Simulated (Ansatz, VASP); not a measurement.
## AsPb in VASP and in Ansatz

```
As Pb
1.0
     3.59315    0.00000    0.00000
     0.00000    3.59315    0.00000
     0.00000    0.00000    4.19304
As Pb
1 1
Direct
  0.50000 0.50000 0.50000
  0.00000 0.00000 0.00000
```

Change from the starting cell: species swapped into the ZnNi type (P4/mmm, No. 123).

Alike in both runs: task single point; functional PBE; k mesh 6 × 6 × 4; occupations gaussian, width 0.1 eV; no spin polarisation.

|  | VASP | Ansatz |
| --- | --- | --- |
| version | VASP 6.6.1 | Ansatz 0.2.0 |
| potentials or method | VASP PAW PBE potentials, release 64 (As, Pb_d), cutoff 520 eV | scalar-relativistic, plane waves, PAW |
| valence electrons in the cell | 19 | 29 |

Ansatz gave:

```
gap on the k mesh at the Fermi level (eV)                     : none
pressure (GPa)                                                : -2.4
traceless stress, the component that is largest in VASP (GPa) : 0.21
```

**Question.** Estimate VASP's values.

**Answer.** gap on the k mesh at the Fermi level (eV): none; pressure (GPa): -2.5; traceless stress, the component that is largest in VASP (GPa): 0.22.

A gap of «none» marks a metal or a gap that the smearing closes. VASP's potentials hold 19 valence electrons a cell and Ansatz's 29, so a difference there can come from the potentials and not from the codes.

The k mesh is coarse, so the values compare programs but aren't converged. Spin-orbit coupling is off throughout.
